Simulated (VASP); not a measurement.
# P in VASP: a series of runs

Runs on P. Level: PBE+D3(BJ). Tasks: single point.

Program: VASP 6.6.1. These are calculated values, not measurements. Logs are shortened: lines on timing, memory, paths and dates and some standing lists are left out, and cuts for length are marked.

## 1. The cell of the first run

The cell holds a slab with vacuum, 2 atoms: a = 3.198 Å, b = 3.198 Å, c = 28.000 Å, α = 90.00°, β = 90.00°, γ = 120.00°.

## 2. Single point, PBE+D3(BJ)

File INCAR:

```
SYSTEM = P
PREC = Accurate ; ENCUT = 520
EDIFF = 1E-7 ; ISMEAR = 0
SIGMA = 0.02 ; LREAL = .FALSE.
LASPH = .TRUE. ; NELM = 100
ALGO = Normal ; ISIF = 2
LWAVE = .FALSE. ; LCHARG = .FALSE.
LDIPOL = .TRUE. ; IDIPOL = 3
DIPOL = 0.5 0.5 0.500 ; GGA = PE
IVDW = 12 ; NBANDS = 12
```

File KPOINTS:

```
regular mesh
0
G
  9 9 1
  0 0 0
```

File POSCAR:

```
P
1.0
    3.1980000000      0.0000000000      0.0000000000
   -1.5990000000      2.7695492413      0.0000000000
    0.0000000000      0.0000000000     28.0000000000
P
2
Direct
    0.3333333333      0.6666666667      0.5238214286
    0.6666666667      0.3333333333      0.4761785714
```

Potentials or basis: VASP PAW PBE potentials, release 64 (P).

On the command line:

```console
$ cat potpaw_PBE.64/P/POTCAR > POTCAR
$ mpirun -np 1 vasp_std > vasp.out
```

OUTCAR:

```text
SYSTEM = P
   PREC = Accurate
   ENCUT = 520
   EDIFF = 1E-7
   ISMEAR = 0
   LREAL = .FALSE.
   LASPH = .TRUE.
   NELM = 100
   ISIF = 2
   GGA = PE
   IVDW = 12
 IVDW          = 12

 ion  position               nearest neighbor table
   1  0.333  0.667  0.524-   2 2.28   2 2.28   2 2.28
   2  0.667  0.333  0.476-   1 2.28   1 2.28   1 2.28

  LATTYP: Found a hexagonal cell.
 ALAT       =     3.1980000000
 C/A-ratio  =     8.7554721701

  Lattice vectors:

 A1 = (   3.1980000000,   0.0000000000,   0.0000000000)
 A2 = (  -1.5990000000,   2.7695492413,   0.0000000000)
 A3 = (   0.0000000000,   0.0000000000,  28.0000000000)

Analysis of symmetry for initial positions (statically):
=====================================================================
 Subroutine PRICEL returns:
 Original cell was already a primitive cell.

 Routine SETGRP: Setting up the symmetry group for a
 hexagonal supercell.

 Subroutine GETGRP returns: Found 12 space group operations
 (whereof 12 operations were pure point group operations)
 out of a pool of 24 trial point group operations.

The static configuration has the point symmetry D_3d.

Analysis of symmetry for dynamics (positions and initial velocities):
=====================================================================
 Subroutine PRICEL returns:
 Original cell was already a primitive cell.

 Routine SETGRP: Setting up the symmetry group for a
 hexagonal supercell.

 Subroutine GETGRP returns: Found 12 space group operations
 (whereof 12 operations were pure point group operations)
 out of a pool of 24 trial point group operations.

The dynamic configuration has the point symmetry D_3d.

 Subroutine INISYM returns: Found 12 space group operations
 (whereof 12 operations are pure point group operations),
 and found     1 'primitive' translations

----------------------------------------------------------------------------------------

                                     Primitive cell

  volume of cell :     247.9965

  direct lattice vectors                    reciprocal lattice vectors
     3.198000000  0.000000000  0.000000000     0.312695435  0.180534793  0.000000000
    -1.599000000  2.769549241  0.000000000     0.000000000  0.361069587  0.000000000
     0.000000000  0.000000000 28.000000000     0.000000000  0.000000000  0.035714286

  length of vectors
     3.198000000  3.198000000 28.000000000     0.361069587  0.361069587  0.035714286

  position of ions in fractional coordinates (direct lattice)
     0.333333333  0.666666667  0.523821429
     0.666666667  0.333333333  0.476178571

  ion indices of the primitive-cell ions
[... 80 lines left out ...]
   IMIX   =      4    mixing-type and parameters
     AMIX     =   0.40;   BMIX     =  1.00
     AMIX_MAG =   1.60;   BMIX_MAG =  1.00
  volume/ion in A,a.u.               =     124.00       836.78
  Fermi-wavevector in a.u.,A,eV,Ry     =   0.561383  1.060861  4.287895  0.315151
  Thomas-Fermi vector in A             =   1.597658
   LORBIT       =      0    0 simple, 1 ext, 2 COOP (PROOUT), +10 PAW based schemes
   GGA     = PE    functional components
   LHFCALC =     F    Hartree Fock is set to
   AEXX    =    0.0000 exact exchange contribution
   IVDW    =    12    specifies the selected vdW correction
   LEPSILON=     F    determine dielectric tensor
   LRPA    =     F    only Hartree local field effects (RPA)
 non-spin polarized calculation
 Gauss-broadening in eV      SIGMA  =   0.02
  energy-cutoff  :      520.00
  volume of cell :      248.00
 maximum number of plane-waves:      6744
 NGX is ok and might be reduce to    24
   NGX = 11   NGY = 11   NGZ =105

 dipolmoment           0.000000      0.000000      0.000000 electrons x Angstroem

 number of electron      10.0000000 magnetization

 dipolmoment           0.000000      0.000000     -0.000000 electrons x Angstroem

 Free energy of the ion-electron system (eV)
  ---------------------------------------------------
  ext. energy  EPLUGINS =         0.00000000
  ---------------------------------------------------
  free energy    TOTEN  =       -10.64489092 eV

  energy without entropy =      -10.64489092  energy(sigma->0) =      -10.64489092

 E-fermi :  -3.4788     XC(G=0):  -1.9382

 val. band max:       -3.6089002641   @ k =   0.0000   0.0000   0.0000
 cond. band min:      -2.4893663924   @ k =   0.3333   0.3333   0.0000
 fundamental gap:      1.1195338717
 Fermi energy:        -3.4787515541

 k-point     1 :       0.0000    0.0000    0.0000
  band No.  band energies     occupation
      1     -18.3714      2.00000
      2     -11.1407      2.00000
      3      -5.1985      2.00000
      4      -3.6089      2.00000
      5      -3.6089      2.00000
      6       0.1358      0.00000
      7       0.1358      0.00000
      8       0.4219      0.00000
      9       0.9870      0.00000
     10       1.4499      0.00000
     11       1.8477      0.00000
     12       2.0491      0.00000
[... 151 lines left out ...]
 k-point    12 :       0.3333    0.3333    0.0000
  band No.  band energies     occupation
      1     -13.5937      2.00000
      2     -13.5937      2.00000
      3      -9.4389      2.00000
      4      -6.1441      2.00000
      5      -6.1441      2.00000
      6      -2.4894      0.00000
      7       0.9259      0.00000
      8       0.9259      0.00000
      9       4.1712      0.00000
     10       6.2818      0.00000
     11       6.3211      0.00000
     12       6.3211      0.00000

------------------------ aborting loop because EDIFF is reached ----------------------------------------

 vacuum level on the upper side and lower side of the slab       (xc-potential included)        -0.013        -0.013

 Edisp (eV)   -0.44011

 E8    (eV) :    -0.1793

  FORCE on cell =-STRESS in cart. coord.  units (eV):
  Direction    XX          YY          ZZ          XY          YZ          ZX
  --------------------------------------------------------------------------------------
  -------------------------------------------------------------------------------------
  Total       0.45194     0.45194    -1.83420     0.00000     0.00000    -0.00000
  in kB       2.91973     2.91973   -11.84979     0.00000     0.00000    -0.00000
  external pressure =       -2.00 kB  Pullay stress =        0.00 kB

 VOLUME and BASIS-vectors are now :
 -----------------------------------------------------------------------------
  energy-cutoff  :      520.00
  volume of cell :      248.00
      direct lattice vectors                 reciprocal lattice vectors
     3.198000000  0.000000000  0.000000000     0.312695435  0.180534793  0.000000000
    -1.599000000  2.769549241  0.000000000     0.000000000  0.361069587  0.000000000
     0.000000000  0.000000000 28.000000000     0.000000000  0.000000000  0.035714286

 POSITION                                       TOTAL-FORCE (eV/Angst)
 -----------------------------------------------------------------------------------
     -0.00000      1.84637     14.66700        -0.000000      0.000000     -1.369180
      1.59900      0.92318     13.33300         0.000000      0.000000      1.369180
 -----------------------------------------------------------------------------------
    total drift:                               -0.000000     -0.000000     -0.000000

  FREE ENERGIE OF THE ION-ELECTRON SYSTEM (eV)
  ---------------------------------------------------
  free  energy   TOTEN  =       -11.0850018012 eV

  energy  without entropy=      -11.0850018012  energy(sigma->0) =      -11.08500180

 vacuum level on the upper side and lower side of the slab         1.695         1.695
```

Run time: 62 s. Hardware: 1 thread of Intel Xeon Platinum 8259CL at 2.50GHz (Skylake/Cascade Lake), shared host; peak memory 0.33 GiB.

Results:

```yaml
Free_energy: -11.0850 eV
Largest_force: 1.369 eV/Å
Band_gap_on_the_k_mesh: 1.12 eV, indirect (least direct gap 2.53 eV)
Dispersion_energy_per_atom: -0.220 eV
```

Forces in eV/Å, atoms in the order of the input:
```
P    0.000  0.000 -1.369
P    0.000  0.000  1.369
```

## 3. Single point, PBE+D3(BJ)

File INCAR:

```
SYSTEM = P
  PREC = Accurate
  ENCUT = 520
  EDIFF = 1E-6
  ISMEAR = 0
  SIGMA = 0.02
  LREAL = .FALSE.
  LASPH = .TRUE.
  NELM = 100
  ALGO = Normal
  ISIF = 2
  LWAVE = .FALSE.
  LCHARG = .TRUE.
  LDIPOL = .TRUE.
  IDIPOL = 3
  DIPOL = 0.5 0.5 0.500
  GGA = PE
  IVDW = 12
  LELF = .TRUE.
  LVHAR = .TRUE.
  LVACPOTAV = .TRUE.
  NBANDS = 12
```

File KPOINTS:

```
Automatic mesh
0
G
  9 9 1
  0 0 0
```

File POSCAR:

```
P
1.0
    3.1980000000      0.0000000000      0.0000000000
   -1.5990000000      2.7695492413      0.0000000000
    0.0000000000      0.0000000000     28.0000000000
P
2
Direct
    0.3333333333      0.6666666667      0.5333571429
    0.6666666667      0.3333333333      0.4666428571
```

Potentials or basis: VASP PAW PBE potentials, release 64 (P).

On the command line:

```console
$ cat potpaw_PBE.64/P/POTCAR > POTCAR
$ mpirun -np 1 vasp_std > vasp.out
```

OUTCAR:

```text
SYSTEM = P
   PREC = Accurate
   ENCUT = 520
   EDIFF = 1E-6
   ISMEAR = 0
   LREAL = .FALSE.
   LASPH = .TRUE.
   NELM = 100
   ISIF = 2
   GGA = PE
   IVDW = 12
 IVDW          = 12

 ion  position               nearest neighbor table
   1  0.333  0.667  0.533-   2 2.63   2 2.63   2 2.63
   2  0.667  0.333  0.467-   1 2.63   1 2.63   1 2.63

  LATTYP: Found a hexagonal cell.
 ALAT       =     3.1980000000
 C/A-ratio  =     8.7554721701

  Lattice vectors:

 A1 = (   3.1980000000,   0.0000000000,   0.0000000000)
 A2 = (  -1.5990000000,   2.7695492413,   0.0000000000)
 A3 = (   0.0000000000,   0.0000000000,  28.0000000000)

Analysis of symmetry for initial positions (statically):
=====================================================================
 Subroutine PRICEL returns:
 Original cell was already a primitive cell.

 Routine SETGRP: Setting up the symmetry group for a
 hexagonal supercell.

 Subroutine GETGRP returns: Found 12 space group operations
 (whereof 12 operations were pure point group operations)
 out of a pool of 24 trial point group operations.

The static configuration has the point symmetry D_3d.

Analysis of symmetry for dynamics (positions and initial velocities):
=====================================================================
 Subroutine PRICEL returns:
 Original cell was already a primitive cell.

 Routine SETGRP: Setting up the symmetry group for a
 hexagonal supercell.

 Subroutine GETGRP returns: Found 12 space group operations
 (whereof 12 operations were pure point group operations)
 out of a pool of 24 trial point group operations.

The dynamic configuration has the point symmetry D_3d.

 Subroutine INISYM returns: Found 12 space group operations
 (whereof 12 operations are pure point group operations),
 and found     1 'primitive' translations

----------------------------------------------------------------------------------------

                                     Primitive cell

  volume of cell :     247.9965

  direct lattice vectors                    reciprocal lattice vectors
     3.198000000  0.000000000  0.000000000     0.312695435  0.180534793  0.000000000
    -1.599000000  2.769549241  0.000000000     0.000000000  0.361069587  0.000000000
     0.000000000  0.000000000 28.000000000     0.000000000  0.000000000  0.035714286

  length of vectors
     3.198000000  3.198000000 28.000000000     0.361069587  0.361069587  0.035714286

  position of ions in fractional coordinates (direct lattice)
     0.333333333  0.666666667  0.533357143
     0.666666667  0.333333333  0.466642857

  ion indices of the primitive-cell ions
   primitive index   ion index
                 1           1
                 2           2

----------------------------------------------------------------------------------------

 KPOINTS: Automatic mesh

Automatic generation of k-mesh.
 Grid dimensions read from file:
 generate k-points for:    9    9    1

 Generating k-lattice:
[... 30 lines left out ...]
  0.333333  0.333333  0.000000      2.000000
   k-points           NKPTS =     12   k-points in BZ     NKDIM =     12   number of bands    NBANDS=     12
   number of dos      NEDOS =    301   number of ions     NIONS =      2
   total plane-waves  NPLWV = 120960
   dimension x,y,z NGX =    24 NGY =   24 NGZ =  210
   dimension x,y,z NGXF=    48 NGYF=   48 NGZF=  420
   ions per type =               2
   NGX,Y,Z   is equivalent  to a cutoff of  12.48, 12.48, 12.47 a.u.
   NGXF,Y,Z  is equivalent  to a cutoff of  24.95, 24.95, 24.94 a.u.
 SYSTEM =  P
   PREC   = accura    normal or accurate (medium, high low for compatibility)
   ISTART =      0    job   : 0-new  1-cont  2-samecut
   ICHARG =      2    charge: 1-file 2-atom 10-const
   ISPIN  =      1    spin polarized calculation?
   LNONCOLLINEAR =      F non collinear calculations
   LSORBIT =      F    spin-orbit coupling
   LASPH  =      T    aspherical Exc in radial PAW
   ENCUT  =  520.0 eV  38.22 Ry    6.18 a.u.   5.95  5.95 52.06*2*pi/ulx,y,z
   NELM   =    100;   NELMIN=  2; NELMDL= -5     # of ELM steps
   EDIFF  = 0.1E-05   stopping-criterion for ELM
   LREAL  =      F    real-space projection
   EDIFFG = 0.1E-04   stopping-criterion for IOM
   NSW    =      0    number of steps for IOM
   IBRION =     -1    ionic relax: 0-MD 1-quasi-New 2-CG
   NFREE  =      0    steps in history (QN), initial steepest desc. (CG)
   ISIF   =      2    stress and relaxation
   ISYM   =      2    0-nonsym 1-usesym 2-fastsym
   POTIM  = 0.5000    time-step for ionic-motion
   TEBEG  =    0.0;   TEEND  =   0.0 temperature during run
   PSTRESS=    0.0 pullay stress
   NELECT =      10.0000    total number of electrons
   NUPDOWN=      -1.0000    fix difference up-down
   EMIN   =  10.00;   EMAX   =-10.00  energy-range for DOS
   EFERMI =   0.00;   METHOD = LEGACY
   ISMEAR =     0;   SIGMA  =   0.02  broadening in eV -4-tet -1-fermi 0-gaus
   EFERMI_NEDOS =   21; number of points for ismear=-14 and -15
   IALGO  =     38    algorithm
   IMIX   =      4    mixing-type and parameters
     AMIX     =   0.40;   BMIX     =  1.00
     AMIX_MAG =   1.60;   BMIX_MAG =  1.00
  volume/ion in A,a.u.               =     124.00       836.78
  Fermi-wavevector in a.u.,A,eV,Ry     =   0.561383  1.060861  4.287895  0.315151
  Thomas-Fermi vector in A             =   1.597658
   LORBIT       =      0    0 simple, 1 ext, 2 COOP (PROOUT), +10 PAW based schemes
   GGA     = PE    functional components
   LHFCALC =     F    Hartree Fock is set to
   AEXX    =    0.0000 exact exchange contribution
   IVDW    =    12    specifies the selected vdW correction
   LEPSILON=     F    determine dielectric tensor
   LRPA    =     F    only Hartree local field effects (RPA)
 non-spin polarized calculation
 Gauss-broadening in eV      SIGMA  =   0.02
  energy-cutoff  :      520.00
  volume of cell :      248.00
 maximum number of plane-waves:      6744
 NGX is ok and might be reduce to    24
   NGX = 11   NGY = 11   NGZ =105

 dipolmoment           0.000000      0.000000      0.000000 electrons x Angstroem

 number of electron      10.0000000 magnetization

 dipolmoment           0.000000      0.000000     -0.000000 electrons x Angstroem

 Free energy of the ion-electron system (eV)
  ---------------------------------------------------
  ext. energy  EPLUGINS =         0.00000000
  ---------------------------------------------------
  free energy    TOTEN  =        -8.77617763 eV

  energy without entropy =       -8.77611234  energy(sigma->0) =       -8.77614499

 E-fermi :  -2.8436     XC(G=0):  -2.1705

 val. band max:       -2.8830578905   @ k =   0.3333   0.2222   0.0000
 cond. band min:      -2.8073406329   @ k =   0.1111  -0.0000   0.0000
 fundamental gap:      0.0757172576
 Fermi energy:        -2.8435571432

 k-point     1 :       0.0000    0.0000    0.0000
  band No.  band energies     occupation
      1     -16.2458      2.00000
      2     -12.0844      2.00000
      3      -6.0664      2.00000
      4      -1.2832      0.00000
      5      -1.2832      0.00000
      6      -0.7022      0.00000
      7       0.6594      0.00000
      8       0.6594      0.00000
      9       1.2412      0.00000
     10       1.5095      0.00000
     11       1.7567      0.00000
     12       2.2637      0.00000
[... 151 lines left out ...]
 k-point    12 :       0.3333    0.3333    0.0000
  band No.  band energies     occupation
      1     -11.9109      2.00000
      2     -11.9109      2.00000
      3      -7.2795      2.00000
      4      -6.0276      2.00000
      5      -6.0276      2.00000
      6      -3.4936      2.00000
      7      -0.9203      0.00000
      8      -0.9203      0.00000
      9       3.8465      0.00000
     10       6.2682      0.00000
     11       6.2682      0.00000
     12       6.9780      0.00000

------------------------ aborting loop because EDIFF is reached ----------------------------------------

 Edisp (eV)   -0.41929

 E8    (eV) :    -0.1704

  FORCE on cell =-STRESS in cart. coord.  units (eV):
  Direction    XX          YY          ZZ          XY          YZ          ZX
  --------------------------------------------------------------------------------------
  -------------------------------------------------------------------------------------
  Total      -2.95200    -2.95200    -6.34473     0.00000     0.00000    -0.00000
  in kB     -19.07135   -19.07135   -40.99001     0.00000     0.00000    -0.00000
  external pressure =      -26.38 kB  Pullay stress =        0.00 kB

 VOLUME and BASIS-vectors are now :
 -----------------------------------------------------------------------------
  energy-cutoff  :      520.00
  volume of cell :      248.00
      direct lattice vectors                 reciprocal lattice vectors
     3.198000000  0.000000000  0.000000000     0.312695435  0.180534793  0.000000000
    -1.599000000  2.769549241  0.000000000     0.000000000  0.361069587  0.000000000
     0.000000000  0.000000000 28.000000000     0.000000000  0.000000000  0.035714286

 POSITION                                       TOTAL-FORCE (eV/Angst)
 -----------------------------------------------------------------------------------
     -0.00000      1.84637     14.93400         0.000000      0.000000     -3.394612
      1.59900      0.92318     13.06600        -0.000000     -0.000000      3.394612
 -----------------------------------------------------------------------------------
    total drift:                               -0.000000     -0.000000     -0.000000

  FREE ENERGIE OF THE ION-ELECTRON SYSTEM (eV)
  ---------------------------------------------------
  free  energy   TOTEN  =        -9.1954639633 eV

  energy  without entropy=       -9.1953986718  energy(sigma->0) =       -9.19543132

 vacuum level on the upper side and lower side of the slab         1.653         1.653
```

OSZICAR:

```text
N       E                     dE             d eps       ncg     rms          rms(c)
DAV:   1     0.586755604675E+02    0.58676E+02   -0.29821E+03   288   0.553E+02
DAV:   2    -0.355762327850E+01   -0.62233E+02   -0.52291E+02   484   0.901E+01
DAV:   3    -0.875517352203E+01   -0.51976E+01   -0.51537E+01   400   0.348E+01
DAV:   4    -0.885889121648E+01   -0.10372E+00   -0.96650E-01   400   0.546E+00
DAV:   5    -0.886066865201E+01   -0.17774E-02   -0.17774E-02   432   0.763E-01    0.368E+00
DAV:   6    -0.878776625100E+01    0.72902E-01   -0.14469E-01   344   0.166E+00    0.190E+00
DAV:   7    -0.877904436020E+01    0.87219E-02   -0.37931E-02   376   0.936E-01    0.461E-01
DAV:   8    -0.877706985697E+01    0.19745E-02   -0.30874E-03   364   0.316E-01    0.138E-01
DAV:   9    -0.877647662905E+01    0.59323E-03   -0.54817E-04   392   0.114E-01    0.656E-02
DAV:  10    -0.877583570239E+01    0.64093E-03   -0.47719E-04   344   0.926E-02    0.270E-02
DAV:  11    -0.877585437950E+01   -0.18677E-04   -0.39508E-05   428   0.267E-02    0.202E-02
DAV:  12    -0.877590247305E+01   -0.48094E-04   -0.21855E-04   328   0.544E-02    0.165E-02
DAV:  13    -0.877593464745E+01   -0.32174E-04   -0.44072E-06   388   0.117E-02    0.113E-02
DAV:  14    -0.877617780230E+01   -0.24315E-03   -0.23650E-05   324   0.194E-02    0.105E-02
DAV:  15    -0.877617763080E+01    0.17150E-06   -0.99818E-07   428   0.401E-03
   1 F= -.91954640E+01 E0= -.91954313E+01  d E =-.652915E-04
```

Wall time 36 s (1 thread of Intel Xeon Platinum 8259CL at 2.50GHz (Skylake/Cascade Lake), shared host); peak memory 0.33 GiB.

What came out:

| Property | Result |
| --- | --- |
| Free energy | -9.1955 eV |
| Largest force | 3.395 eV/Å |
| Band gap on the k mesh | zero (band 5 reaches -1.28 eV, above the bottom of band 6 at -3.49 eV) |
| Dispersion energy per atom | -0.210 eV |

Forces on the atoms (eV/Å):
```
P    0.000  0.000 -3.395
P    0.000  0.000  3.395
```
